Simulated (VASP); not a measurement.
# MgS (P6/mmm) in VASP: further runs, part 2 of 2

VASP 6.6.1. Earlier steps stand in the parts before.

## (3) Relaxation of cell and atoms, PBE

This run uses another cell than the first one.

The input, INCAR:

```
ALGO = Normal
EDIFF = 1E-7
EDIFFG = -0.01
ENCUT = 840
GGA = PE
GGA_COMPAT = F
IBRION = 2
ISIF = 3
ISMEAR = 0
LASPH = T
LCHARG = F
LREAL = F
LWAVE = F
NELM = 120
NELMIN = 4
NSW = 100
PREC = Accurate
SIGMA = 0.02
```

The input, KPOINTS:

```
k-points
0
Gamma
  6 6 6
```

The input, POSCAR:

```
MgS
1.0
    6.5286410550      0.0000000000      0.0000000000
   -3.2643205275      5.6539690059      0.0000000000
    0.0000000000      0.0000000000      4.4559373458
Mg S
1 1
Direct
    0.0000000000      0.0000000000      0.0000000000
    0.0000000000      0.0000000000      0.5000000000
```

Potentials or basis: VASP PAW PBE potentials, release 64 (Mg_sv, S).

Run with:

```sh
> cat potpaw_PBE.64/Mg_sv/POTCAR potpaw_PBE.64/S/POTCAR > POTCAR
> mpirun -np 1 vasp_std > vasp.out
```

OUTCAR:

```text
EDIFF = 1E-7
   EDIFFG = -0.01
   ENCUT = 840
   GGA = PE
   IBRION = 2
   ISIF = 3
   ISMEAR = 0
   LASPH = T
   LREAL = F
   NELM = 120
   NELMIN = 4
   NSW = 100
   PREC = Accurate

 ion  position               nearest neighbor table
   1  0.000  0.000  0.000-   2 2.23   2 2.23
   2  0.000  0.000  0.500-   1 2.23   1 2.23

  LATTYP: Found a hexagonal cell.
 ALAT       =     6.5286410550
 C/A-ratio  =     0.6825214173

  Lattice vectors:

 A1 = (   6.5286410550,   0.0000000000,   0.0000000000)
 A2 = (  -3.2643205275,   5.6539690059,   0.0000000000)
 A3 = (   0.0000000000,   0.0000000000,   4.4559373458)

Analysis of symmetry for initial positions (statically):
=====================================================================
 Subroutine PRICEL returns:
 Original cell was already a primitive cell.

 Routine SETGRP: Setting up the symmetry group for a
 hexagonal supercell.

 Subroutine GETGRP returns: Found 24 space group operations
 (whereof 24 operations were pure point group operations)
 out of a pool of 24 trial point group operations.

The static configuration has the point symmetry D_6h.

Analysis of symmetry for dynamics (positions and initial velocities):
=====================================================================
 Subroutine PRICEL returns:
 Original cell was already a primitive cell.

 Routine SETGRP: Setting up the symmetry group for a
 hexagonal supercell.

 Subroutine GETGRP returns: Found 24 space group operations
 (whereof 24 operations were pure point group operations)
 out of a pool of 24 trial point group operations.

The dynamic configuration has the point symmetry D_6h.

 Subroutine INISYM returns: Found 24 space group operations
 (whereof 24 operations are pure point group operations),
 and found     1 'primitive' translations

----------------------------------------------------------------------------------------

                                     Primitive cell

  volume of cell :     164.4808

  direct lattice vectors                    reciprocal lattice vectors
     6.528641055  0.000000000  0.000000000     0.153171233  0.088433453  0.000000000
    -3.264320527  5.653969006  0.000000000     0.000000000  0.176866905  0.000000000
     0.000000000  0.000000000  4.455937346     0.000000000  0.000000000  0.224419673

  length of vectors
     6.528641055  6.528641055  4.455937346     0.176866905  0.176866905  0.224419673

  position of ions in fractional coordinates (direct lattice)
     0.000000000  0.000000000  0.000000000
     0.000000000  0.000000000  0.500000000

  ion indices of the primitive-cell ions
   primitive index   ion index
                 1           1
                 2           2

----------------------------------------------------------------------------------------

 KPOINTS: k-points

Automatic generation of k-mesh.
 Grid dimensions read from file:
 generate k-points for:    6    6    6

 Generating k-lattice:

  Cartesian coordinates                     Fractional coordinates (reciprocal lattice)
     0.025528539  0.014738909  0.000000000     0.166666667  0.000000000  0.000000000
     0.000000000  0.029477818  0.000000000     0.000000000  0.166666667  0.000000000
[... 52 lines left out ...]
   ISPIN  =      1    spin polarized calculation?
   LNONCOLLINEAR =      F non collinear calculations
   LSORBIT =      F    spin-orbit coupling
   LASPH  =      T    aspherical Exc in radial PAW
   ENCUT  =  840.0 eV  61.74 Ry    7.86 a.u.  15.43 15.43 10.53*2*pi/ulx,y,z
   NELM   =    120;   NELMIN=  4; NELMDL= -5     # of ELM steps
   EDIFF  = 0.1E-06   stopping-criterion for ELM
   LREAL  =      F    real-space projection
   EDIFFG = -.1E-01   stopping-criterion for IOM
   NSW    =    100    number of steps for IOM
   IBRION =      2    ionic relax: 0-MD 1-quasi-New 2-CG
   NFREE  =      1    steps in history (QN), initial steepest desc. (CG)
   ISIF   =      3    stress and relaxation
   ISYM   =      2    0-nonsym 1-usesym 2-fastsym
   POTIM  = 0.5000    time-step for ionic-motion
   TEBEG  =    0.0;   TEEND  =   0.0 temperature during run
   PSTRESS=    0.0 pullay stress
   NELECT =      16.0000    total number of electrons
   NUPDOWN=      -1.0000    fix difference up-down
   EMIN   =  10.00;   EMAX   =-10.00  energy-range for DOS
   EFERMI =   0.00;   METHOD = LEGACY
   ISMEAR =     0;   SIGMA  =   0.02  broadening in eV -4-tet -1-fermi 0-gaus
   EFERMI_NEDOS =   21; number of points for ismear=-14 and -15
   IALGO  =     38    algorithm
   IMIX   =      4    mixing-type and parameters
     AMIX     =   0.40;   BMIX     =  1.00
     AMIX_MAG =   1.60;   BMIX_MAG =  1.00
  volume/ion in A,a.u.               =      82.24       554.99
  Fermi-wavevector in a.u.,A,eV,Ry     =   0.752910  1.422794  7.712782  0.566873
  Thomas-Fermi vector in A             =   1.850229
   LORBIT       =      0    0 simple, 1 ext, 2 COOP (PROOUT), +10 PAW based schemes
   GGA     = PE    functional components
   LHFCALC =     F    Hartree Fock is set to
   AEXX    =    0.0000 exact exchange contribution
   IVDW    =     0    specifies the selected vdW correction
   LEPSILON=     F    determine dielectric tensor
   LRPA    =     F    only Hartree local field effects (RPA)
 conjugate gradient relaxation of ions
 non-spin polarized calculation
 Gauss-broadening in eV      SIGMA  =   0.02
  energy-cutoff  :      840.00
  volume of cell :      164.48
 maximum number of plane-waves:      9129
 NGX is ok and might be reduce to    64
   NGX = 31   NGY = 31   NGZ = 21

--------------------------------------- Ionic step        1  -------------------------------------------

 number of electron      15.9999992 magnetization

 Free energy of the ion-electron system (eV)
  ---------------------------------------------------
  ext. energy  EPLUGINS =         0.00000000
  ---------------------------------------------------
  free energy    TOTEN  =        -6.40348918 eV

  energy without entropy =       -6.40348918  energy(sigma->0) =       -6.40348918

------------------------ aborting loop because EDIFF is reached ----------------------------------------

  FORCE on cell =-STRESS in cart. coord.  units (eV):
  Direction    XX          YY          ZZ          XY          YZ          ZX
  --------------------------------------------------------------------------------------
  -------------------------------------------------------------------------------------
  Total       -0.0247199     -0.0247199      0.0223516      0.0000000      0.0000000     -0.0000000
  in kB       -0.2407922     -0.2407922      0.2177232      0.0000000      0.0000000     -0.0000000
  external PRESSURE =      -0.0879537 kB  Pullay stress =       0.0000000 kB
[... 239 lines left out ...]
--------------------------------------- Ionic step        8  -------------------------------------------

 number of electron      15.9999985 magnetization

 Free energy of the ion-electron system (eV)
  ---------------------------------------------------
  ext. energy  EPLUGINS =         0.00000000
  ---------------------------------------------------
  free energy    TOTEN  =        -6.40402798 eV

  energy without entropy =       -6.40402798  energy(sigma->0) =       -6.40402798

 E-fermi :  -3.4996     XC(G=0):  -4.0082

 val. band max:       -3.6200896616   @ k =   0.0000   0.0000   0.5000
 cond. band min:      -1.2005145511   @ k =   0.0000   0.0000   0.0000
 fundamental gap:      2.4195751105
 Fermi energy:        -3.4996442577

 k-point     1 :       0.0000    0.0000    0.0000
  band No.  band energies     occupation
      1     -78.7715      2.00000
      2     -45.5827      2.00000
      3     -45.5827      2.00000
      4     -45.4291      2.00000
      5     -14.0194      2.00000
      6      -5.2299      2.00000
      7      -3.9127      2.00000
      8      -3.9127      2.00000
      9      -1.2005      0.00000
     10       2.1117      0.00000
     11       3.3645      0.00000
     12       3.3645      0.00000
[... 331 lines left out ...]
 k-point    24 :       0.3333    0.0000    0.5000
  band No.  band energies     occupation
      1     -78.7714      2.00000
      2     -45.5827      2.00000
      3     -45.5826      2.00000
      4     -45.4302      2.00000
      5     -13.7923      2.00000
      6      -6.5966      2.00000
      7      -3.6780      2.00000
      8      -3.6335      2.00000
      9       0.6461      0.00000
     10       1.2524      0.00000
     11       1.8976      0.00000
     12       2.9939      0.00000

 [... further k-points ...]

------------------------ aborting loop because EDIFF is reached ----------------------------------------

  FORCE on cell =-STRESS in cart. coord.  units (eV):
  Direction    XX          YY          ZZ          XY          YZ          ZX
  --------------------------------------------------------------------------------------
  -------------------------------------------------------------------------------------
  Total       -0.0084271     -0.0084271      0.0081113      0.0000000      0.0000000      0.0000000
  in kB       -0.0843058     -0.0843058      0.0811465      0.0000000      0.0000000      0.0000000
  external PRESSURE =      -0.0291550 kB  Pullay stress =       0.0000000 kB
[... 17 lines left out ...]
  FREE ENERGIE OF THE ION-ELECTRON SYSTEM (eV)
  ---------------------------------------------------
  free  energy   TOTEN  =        -6.4040279779 eV

  energy  without entropy=       -6.4040279779  energy(sigma->0) =       -6.40402798

 reached required accuracy - stopping structural energy minimisation
```

Wall time 7 min (1 thread of Intel Xeon Platinum 8259CL at 2.50GHz (Skylake/Cascade Lake), shared host); peak memory 0.52 GiB.

What came out:

```
Free energy                           : -6.4040 eV
Relaxed cell                          : a = 6.442 Å, b = 6.442 Å, c = 4.456 Å, α = 90.00°, β = 90.00°, γ = 120.00°
Space group after relaxing (to 0.1 Å) : P6/mmm (No. 191)
Energy gained by relaxing             : 0.3 meV/atom
Ionic steps                           : 8
Pressure after relaxing               : 0.0 GPa
Band gap on the k mesh                : 2.42 eV (least direct gap 2.71 eV)
```

Step by step:
```
step  energy change (eV)  largest force (eV/Å)  pressure (GPa)  volume (Å³)
   1              0.0000                0.0000           -0.01       164.48
   2              0.0000                0.0000           -0.03       164.37
   3              0.0000                0.0000           -0.03       164.36
   4              0.0000                0.0000           -0.03       164.27
   5             -0.0001                0.0000           -0.03       163.99
   6             -0.0002                0.0000           -0.03       163.44
   7             -0.0003                0.0000           -0.02       162.34
   8             -0.0005                0.0000            0.00       160.15
```

Final structure:
```cif
data_structure
_symmetry_space_group_name_H-M 'P 1'
_symmetry_Int_Tables_number 1
_cell_length_a 6.4418
_cell_length_b 6.4418
_cell_length_c 4.4565
_cell_angle_alpha 90.000
_cell_angle_beta 90.000
_cell_angle_gamma 120.000
_cell_volume 160.15
loop_
_atom_site_label
_atom_site_type_symbol
_atom_site_fract_x
_atom_site_fract_y
_atom_site_fract_z
_atom_site_occupancy
Mg1 Mg 0.00000 0.00000 0.00000 1
S1 S 0.00000 0.00000 0.50000 1
```

Caveat: the relaxation moved the vacuum too, so the length across it says nothing of the material.
